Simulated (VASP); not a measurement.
Set up this calculation in VASP 6.6.1, as the native input.

```
Task                   : single point
Functional             : revPBE
Potentials or basis    : VASP PAW PBE potentials, release 64 (Ge_d)
Cutoff                 : 520 eV
k mesh                 : 13 × 13 × 8
Occupations            : fermi-dirac, width 0.1 eV
Spin                   : no spin polarisation
Dipole correction      : no
Further INCAR settings : ALGO = Normal; EDIFF = 1e-06; NBANDS = 21
```

The structure of Ge lies in POSCAR:

```
Ge
1.0
    3.0855885071      0.0000000000      0.0000000000
   -1.5427942536      2.6721980328      0.0000000000
    0.0000000000      0.0000000000      4.7798185076
Ge
2
Direct
    0.3333333333      0.6666666667      0.2500000000
    0.6666666667      0.3333333333      0.7500000000
```

These files were run (other wordings do the same):

INCAR

```
ALGO = Normal ; EDIFF = 1E-6
ENCUT = 520 ; GGA = RE
ISIF = 2 ; ISMEAR = -1
LASPH = T ; LCHARG = F
LREAL = F ; LWAVE = F
NBANDS = 21 ; NELM = 60
PREC = Accurate ; SIGMA = 0.1
```

KPOINTS

```
k-points
0
Gamma
  13 13 8
```

Potentials or basis: VASP PAW PBE potentials, release 64 (Ge_d).

Command:

```bash
$ cat potpaw_PBE.64/Ge_d/POTCAR > POTCAR
$ mpirun -np 1 vasp_std > vasp.out
```

It gave:

```
Pressure               : 0.2 GPa
Band gap on the k mesh : zero (band 14 reaches 12.56 eV, above the bottom of band 15 at 3.95 eV)
```

Caveat: the PAW data sets were made with another functional, which shifts forces and pressure a little.

Run time: 21 s on 1 thread of Intel(R) Xeon(R) 6975P-C (Granite Rapids) (shared host), peak memory 0.19 GiB.
